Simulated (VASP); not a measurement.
# Au (P6_3/mmc) in VASP: notebook

The runs below take Au through single point, with PBE, LDA.

Program: VASP 6.6.1. These are calculated values, not measurements. Logs are shortened: lines on timing, memory, paths and dates and some standing lists are left out, and cuts for length are marked.

## (1) The cell of the first run

It takes space group P6_3/mmc (No. 194, hexagonal). The conventional cell has a = 2.861 Å, b = 2.861 Å, c = 4.814 Å, α = 90.00°, β = 90.00°, γ = 120.00°. Within 3.8 Å of Au (site symmetry -6m2) lie 12 Au at 2.86 to 2.92 Å.

## (2) Single point, PBE

Contents of INCAR:

```
SYSTEM = Au
  PREC = Accurate
  ENCUT = 520
  EDIFF = 1E-6
  ISMEAR = -1
  SIGMA = 0.05
  LREAL = .FALSE.
  LASPH = .TRUE.
  NELM = 100
  ALGO = Normal
  ISIF = 2
  LWAVE = .FALSE.
  LCHARG = .FALSE.
  GGA = PE
  NBANDS = 18
```

Contents of KPOINTS:

```
Automatic mesh
0
G
  11 11 6
  0 0 0
```

Contents of POSCAR:

```
Au
1.0
    2.8608060062      0.0000000000      0.0000000000
   -1.4304030031      2.4775306767      0.0000000000
    0.0000000000      0.0000000000      4.8140459691
Au
2
Direct
    0.6666666667      0.3333333333      0.2500000000
    0.3333333333      0.6666666667      0.7500000000
```

Potentials or basis: VASP PAW PBE potentials, release 64 (Au).

Launch:

```sh
$ cat potpaw_PBE.64/Au/POTCAR > POTCAR
$ mpirun -np 1 vasp_std > vasp.out
```

OUTCAR:

```text
SYSTEM = Au
   PREC = Accurate
   ENCUT = 520
   EDIFF = 1E-6
   ISMEAR = -1
   LREAL = .FALSE.
   LASPH = .TRUE.
   NELM = 100
   ISIF = 2
   GGA = PE

 ion  position               nearest neighbor table
   1  0.667  0.333  0.250-   2 2.92   2 2.92   2 2.92   2 2.92   2 2.92   2 2.92
   2  0.333  0.667  0.750-   1 2.92   1 2.92   1 2.92   1 2.92   1 2.92   1 2.92

  LATTYP: Found a hexagonal cell.
 ALAT       =     2.8608060062
 C/A-ratio  =     1.6827586207

  Lattice vectors:

 A1 = (   2.8608060062,   0.0000000000,   0.0000000000)
 A2 = (  -1.4304030031,   2.4775306767,   0.0000000000)
 A3 = (   0.0000000000,   0.0000000000,   4.8140459691)

Analysis of symmetry for initial positions (statically):
=====================================================================
 Subroutine PRICEL returns:
 Original cell was already a primitive cell.

 Routine SETGRP: Setting up the symmetry group for a
 hexagonal supercell.

 Subroutine GETGRP returns: Found 24 space group operations
 (whereof 12 operations were pure point group operations)
 out of a pool of 24 trial point group operations.

The static configuration has the point symmetry D_3d.
 The point group associated with its full space group is D_6h.

Analysis of symmetry for dynamics (positions and initial velocities):
=====================================================================
 Subroutine PRICEL returns:
 Original cell was already a primitive cell.

 Routine SETGRP: Setting up the symmetry group for a
 hexagonal supercell.

 Subroutine GETGRP returns: Found 24 space group operations
 (whereof 12 operations were pure point group operations)
 out of a pool of 24 trial point group operations.

The dynamic configuration has the point symmetry D_3d.
 The point group associated with its full space group is D_6h.

 Subroutine INISYM returns: Found 24 space group operations
 (whereof 12 operations are pure point group operations),
 and found     1 'primitive' translations

----------------------------------------------------------------------------------------

                                     Primitive cell

  volume of cell :      34.1207

  direct lattice vectors                    reciprocal lattice vectors
     2.860806006  0.000000000  0.000000000     0.349551839  0.201813848  0.000000000
    -1.430403003  2.477530677  0.000000000     0.000000000  0.403627696  0.000000000
     0.000000000  0.000000000  4.814045969     0.000000000  0.000000000  0.207725478

  length of vectors
     2.860806006  2.860806006  4.814045969     0.403627696  0.403627696  0.207725478

  position of ions in fractional coordinates (direct lattice)
     0.666666667  0.333333333  0.250000000
     0.333333333  0.666666667  0.750000000

  ion indices of the primitive-cell ions
   primitive index   ion index
                 1           1
                 2           2

----------------------------------------------------------------------------------------

 KPOINTS: Automatic mesh

Automatic generation of k-mesh.
 Grid dimensions read from file:
 generate k-points for:   11   11    6

 Generating k-lattice:

  Cartesian coordinates                     Fractional coordinates (reciprocal lattice)
     0.031777440  0.018346713  0.000000000     0.090909091 -0.000000000  0.000000000
     0.000000000  0.036693427  0.000000000     0.000000000  0.090909091  0.000000000
     0.000000000  0.000000000  0.034620913     0.000000000  0.000000000  0.166666667

  Length of vectors
     0.036693427  0.036693427  0.034620913

  Shift w.r.t. Gamma in fractional coordinates (k-lattice)
     0.000000000  0.000000000  0.000000000

 Subroutine IBZKPT returns following result:
 ===========================================

 Found     64 irreducible k-points:

 Following reciprocal coordinates:
            Coordinates               Weight
  0.000000  0.000000  0.000000      1.000000
  0.090909  0.000000  0.000000      6.000000
  0.181818 -0.000000  0.000000      6.000000
  0.272727  0.000000  0.000000      6.000000
  0.363636  0.000000  0.000000      6.000000
  0.454545  0.000000  0.000000      6.000000
[... 16 lines left out ...]
  0.090909  0.090909  0.166667     12.000000
  0.181818  0.090909  0.166667     24.000000
 [... further k-points ...]
   k-points           NKPTS =     64   k-points in BZ     NKDIM =     64   number of bands    NBANDS=     18
   number of dos      NEDOS =    301   number of ions     NIONS =      2
   total plane-waves  NPLWV =  20736
   dimension x,y,z NGX =    24 NGY =   24 NGZ =   36
   dimension x,y,z NGXF=    48 NGYF=   48 NGZF=   72
   ions per type =               2
   NGX,Y,Z   is equivalent  to a cutoff of  13.95, 13.95, 12.43 a.u.
   NGXF,Y,Z  is equivalent  to a cutoff of  27.89, 27.89, 24.86 a.u.
 SYSTEM =  Au
   PREC   = accura    normal or accurate (medium, high low for compatibility)
   ISTART =      0    job   : 0-new  1-cont  2-samecut
   ICHARG =      2    charge: 1-file 2-atom 10-const
   ISPIN  =      1    spin polarized calculation?
   LNONCOLLINEAR =      F non collinear calculations
   LSORBIT =      F    spin-orbit coupling
   LASPH  =      T    aspherical Exc in radial PAW
   ENCUT  =  520.0 eV  38.22 Ry    6.18 a.u.   5.32  5.32  8.95*2*pi/ulx,y,z
   NELM   =    100;   NELMIN=  2; NELMDL= -5     # of ELM steps
   EDIFF  = 0.1E-05   stopping-criterion for ELM
   LREAL  =      F    real-space projection
   EDIFFG = 0.1E-04   stopping-criterion for IOM
   NSW    =      0    number of steps for IOM
   IBRION =     -1    ionic relax: 0-MD 1-quasi-New 2-CG
   NFREE  =      0    steps in history (QN), initial steepest desc. (CG)
   ISIF   =      2    stress and relaxation
   ISYM   =      2    0-nonsym 1-usesym 2-fastsym
   POTIM  = 0.5000    time-step for ionic-motion
   TEBEG  =    0.0;   TEEND  =   0.0 temperature during run
   PSTRESS=    0.0 pullay stress
   NELECT =      22.0000    total number of electrons
   NUPDOWN=      -1.0000    fix difference up-down
   EMIN   =  10.00;   EMAX   =-10.00  energy-range for DOS
   EFERMI =   0.00;   METHOD = LEGACY
   ISMEAR =    -1;   SIGMA  =   0.05  broadening in eV -4-tet -1-fermi 0-gaus
   EFERMI_NEDOS =   21; number of points for ismear=-14 and -15
   IALGO  =     38    algorithm
   IMIX   =      4    mixing-type and parameters
     AMIX     =   0.40;   BMIX     =  1.00
     AMIX_MAG =   1.60;   BMIX_MAG =  1.00
  volume/ion in A,a.u.               =      17.06       115.13
  Fermi-wavevector in a.u.,A,eV,Ry     =   1.414305  2.672649 27.215182  2.000259
  Thomas-Fermi vector in A             =   2.535861
   LORBIT       =      0    0 simple, 1 ext, 2 COOP (PROOUT), +10 PAW based schemes
   GGA     = PE    functional components
   LHFCALC =     F    Hartree Fock is set to
   AEXX    =    0.0000 exact exchange contribution
   IVDW    =     0    specifies the selected vdW correction
   LEPSILON=     F    determine dielectric tensor
   LRPA    =     F    only Hartree local field effects (RPA)
 non-spin polarized calculation
  energy-cutoff  :      520.00
  volume of cell :       34.12
 maximum number of plane-waves:       934
 NGX is ok and might be reduce to    24
   NGX = 11   NGY = 11   NGZ = 17

 number of electron      22.0000002 magnetization

 Free energy of the ion-electron system (eV)
  ---------------------------------------------------
  ext. energy  EPLUGINS =         0.00000000
  ---------------------------------------------------
  free energy    TOTEN  =        -6.38849881 eV

  energy without entropy =       -6.37987609  energy(sigma->0) =       -6.38418745

 E-fermi :   9.4273     XC(G=0): -12.7096

 val. band max:        9.4266751780   @ k =   0.1818   0.1818   0.3333
 cond. band min:       9.4568859835   @ k =   0.2727   0.1818   0.5000
 fundamental gap:      0.0302108054
 Fermi energy:         9.4272822291

 k-point     1 :       0.0000    0.0000    0.0000
  band No.  band energies     occupation
      1      -0.3897      2.00000
      2       2.0581      2.00000
      3       4.5746      2.00000
      4       4.8738      2.00000
      5       4.8738      2.00000
      6       5.1833      2.00000
[... 10 lines left out ...]
     17      27.9970      0.00000
     18      27.9970      0.00000

 k-point     2 :       0.0909    0.0000    0.0000
  band No.  band energies     occupation
      1      -0.1280      2.00000
      2       2.2730      2.00000
      3       4.4879      2.00000
      4       4.9382      2.00000
      5       5.0491      2.00000
      6       5.1001      2.00000
[... 10 lines left out ...]
     17      26.7371      0.00000
     18      27.3339      0.00000

 k-point     3 :       0.1818   -0.0000    0.0000
  band No.  band energies     occupation
      1       0.6060      2.00000
      2       2.7802      2.00000
      3       4.2929      2.00000
      4       4.8124      2.00000
      5       4.8891      2.00000
      6       5.3511      2.00000
[... 10 lines left out ...]
     17      25.9931      0.00000
     18      26.6535      0.00000

 k-point     4 :       0.2727    0.0000    0.0000
  band No.  band energies     occupation
      1       1.6000      2.00000
      2       3.0095      2.00000
      3       4.0532      2.00000
      4       4.4719      2.00000
      5       4.7081      2.00000
      6       5.2621      2.00000
[... 10 lines left out ...]
     17      24.9084      0.00000
     18      26.2799      0.00000

 k-point     5 :       0.3636    0.0000    0.0000
  band No.  band energies     occupation
      1       2.3492      2.00000
      2       2.8117      2.00000
      3       3.4603      2.00000
      4       4.8436      2.00000
      5       5.0375      2.00000
      6       5.2083      2.00000
[... 10 lines left out ...]
     17      22.6664      0.00000
     18      25.1307      0.00000

 k-point     6 :       0.4545    0.0000    0.0000
  band No.  band energies     occupation
      1       2.5704      2.00000
      2       2.6452      2.00000
      3       3.1574      2.00000
      4       4.9134      2.00000
      5       5.0601      2.00000
      6       5.2613      2.00000
[... 10 lines left out ...]
     17      21.3481      0.00000
     18      24.4192      0.00000

 k-point     7 :       0.0909    0.0909    0.0000
  band No.  band energies     occupation
      1       0.3734      2.00000
      2       2.6540      2.00000
      3       4.2992      2.00000
      4       4.9349      2.00000
      5       5.1034      2.00000
      6       5.2039      2.00000
[... 10 lines left out ...]
     17      26.6772      0.00000
     18      26.9730      0.00000

 k-point     8 :       0.1818    0.0909    0.0000
  band No.  band energies     occupation
      1       1.2710      2.00000
      2       3.1404      2.00000
      3       4.1235      2.00000
      4       4.3863      2.00000
      5       4.7490      2.00000
      6       5.1514      2.00000
[... 10 lines left out ...]
     17      26.5570      0.00000
     18      26.7020      0.00000
[... 229 lines left out ...]
     17      25.4741      0.00000
     18      26.7224      0.00000

 k-point    20 :       0.2727    0.0000    0.1667
  band No.  band energies     occupation
      1       1.7323      2.00000
      2       3.0667      2.00000
      3       3.9688      2.00000
      4       4.3832      2.00000
      5       4.6493      2.00000
      6       5.3347      2.00000
[... 10 lines left out ...]
     17      25.2273      0.00000
     18      26.6388      0.00000

 k-point    21 :       0.3636    0.0000    0.1667
  band No.  band energies     occupation
      1       2.3044      2.00000
      2       2.8604      2.00000
      3       3.6249      2.00000
      4       4.2419      2.00000
      5       5.1560      2.00000
      6       5.1970      2.00000
[... 10 lines left out ...]
     17      23.4450      0.00000
     18      25.4848      0.00000

 k-point    22 :       0.4545    0.0000    0.1667
  band No.  band energies     occupation
      1       2.4001      2.00000
      2       2.6623      2.00000
      3       3.4737      2.00000
      4       4.2482      2.00000
      5       5.0465      2.00000
      6       5.4144      2.00000
[... 10 lines left out ...]
     17      21.8404      0.00000
     18      24.8261      0.00000

 k-point    23 :       0.0909    0.0909    0.1667
  band No.  band energies     occupation
      1       0.5869      2.00000
      2       2.6699      2.00000
      3       4.3382      2.00000
      4       4.6766      2.00000
      5       4.8092      2.00000
      6       5.2435      2.00000
[... 10 lines left out ...]
     17      25.9963      0.00000
     18      27.1717      0.00000

 k-point    24 :       0.1818    0.0909    0.1667
  band No.  band energies     occupation
      1       1.4457      2.00000
      2       3.1994      2.00000
      3       4.1103      2.00000
      4       4.2198      2.00000
      5       4.6640      2.00000
      6       5.1150      2.00000
[... 10 lines left out ...]
     17      25.5659      0.00000
     18      26.9875      0.00000

 [... further k-points ...]

------------------------ aborting loop because EDIFF is reached ----------------------------------------

  FORCE on cell =-STRESS in cart. coord.  units (eV):
  Direction    XX          YY          ZZ          XY          YZ          ZX
  --------------------------------------------------------------------------------------
  -------------------------------------------------------------------------------------
  Total        1.8964428      1.8964428      1.5746945      0.0000000      0.0000000      0.0000000
  in kB       89.0497400     89.0497400     73.9416627      0.0000000      0.0000000      0.0000000
  external PRESSURE =      84.0137143 kB  Pullay stress =       0.0000000 kB

 VOLUME and BASIS-vectors are now :
 -----------------------------------------------------------------------------
  energy-cutoff  :      520.00
  volume of cell :       34.12
      direct lattice vectors                 reciprocal lattice vectors
     2.860806006  0.000000000  0.000000000     0.349551839  0.201813848  0.000000000
    -1.430403003  2.477530677  0.000000000     0.000000000  0.403627696  0.000000000
     0.000000000  0.000000000  4.814045969     0.000000000  0.000000000  0.207725478

 POSITION                                       TOTAL-FORCE (eV/Angst)
 -----------------------------------------------------------------------------------
      1.43040      0.82584      1.20351         0.000000     -0.000000      0.000000
     -0.00000      1.65169      3.61053        -0.000000      0.000000      0.000000
 -----------------------------------------------------------------------------------
    total drift:                               -0.000000      0.000000     -0.000000

  FREE ENERGIE OF THE ION-ELECTRON SYSTEM (eV)
  ---------------------------------------------------
  free  energy   TOTEN  =        -6.3884988113 eV

  energy  without entropy=       -6.3798760852  energy(sigma->0) =       -6.38418745
```

Wall time 27 s (1 thread of Intel Xeon Platinum 8259CL at 2.50GHz (Skylake/Cascade Lake), shared host); peak memory 0.17 GiB.

Results:

```
Free energy            : -6.3885 eV
Pressure               : 8.4 GPa
Band gap on the k mesh : zero (band 11 reaches 13.22 eV, above the bottom of band 12 at 6.79 eV)
```

Levels at points of the mesh, in eV from the Fermi level:
| k point | band 8 | band 9 | band 10 | band 11 | band 12 | band 13 | band 14 | band 15 |
| --- | --- | --- | --- | --- | --- | --- | --- | --- |
| (0.00, 0.00, 0.00) | -3.54 | -3.54 | -2.18 | -2.18 | -1.14 | 2.67 | 14.62 | 15.70 |
| (0.00, 0.00, 0.50) | -4.59 | -2.64 | -2.64 | -2.64 | -2.64 | 10.61 | 10.61 | 14.93 |

Caveat: spin-orbit coupling is left out, which moves the levels of the heavy elements.

(Part 1 of 2 ends here.)
